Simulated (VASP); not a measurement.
# Ta2Be: single point with LDA

Ta2Be:

```
Ta Be
1.0
    -2.97391    2.97391    2.38649
     2.97391   -2.97391    2.38649
     2.97391    2.97391   -2.38649
Ta Be
4 2
Direct
  0.33944 0.16056 0.50000
  0.16056 0.66056 0.82111
  0.83944 0.33944 0.17889
  0.66056 0.83944 0.50000
  0.75000 0.75000 0.00000
  0.25000 0.25000 0.00000
```

- Program: VASP 6.6.1
- Task: single point
- Functional: LDA
- Potentials or basis: VASP PAW LDA potentials, release 64 (Ta_pv, Be)
- Cutoff: 520 eV
- k mesh: 10 × 10 × 10
- Occupations: gaussian, width 0.1 eV
- Spin: no spin polarisation
- Dipole correction: no
- Further INCAR settings: ALGO = Fast; EDIFF = 1e-07; NBANDS = 33

```yaml
Pressure: 0.9 GPa
Largest_force: 0.009 eV/Å
Band_gap_on_the_k_mesh: zero (bands 24 and 25 overlap by 0.91 eV)
```

Forces on the atoms (eV/Å):
```
Ta   0.006 -0.006  0.000
Ta   0.006  0.006  0.000
Ta  -0.006 -0.006  0.000
Ta  -0.006  0.006  0.000
Be   0.000  0.000  0.000
Be   0.000  0.000  0.000
```

Stress tensor (GPa, compression positive):
```
0.93 0.00 0.00
0.00 0.93 0.00
0.00 0.00 0.76
```

Levels at points of the mesh, in eV from the Fermi level:
```tsv
k point	band 22	band 23	band 24	band 25	band 26	band 27
(0.00, 0.00, 0.00)	-1.03	-0.63	-0.63	1.25	1.38	1.54
(0.50, 0.00, 0.00)	-1.05	-0.50	-0.50	0.20	0.20	2.22
(0.50, 0.50, 0.00)	-0.69	-0.32	-0.05	0.96	1.00	1.59
(0.50, 0.50, 0.50)	-0.80	-0.14	0.34	0.36	0.36	1.25
```

Run time: 9.3 min on 1 thread of Intel Xeon 8259CL, on a shared host, peak memory 0.33 GiB.

Caveat: spin-orbit coupling is left out, which moves the levels of the heavy elements.
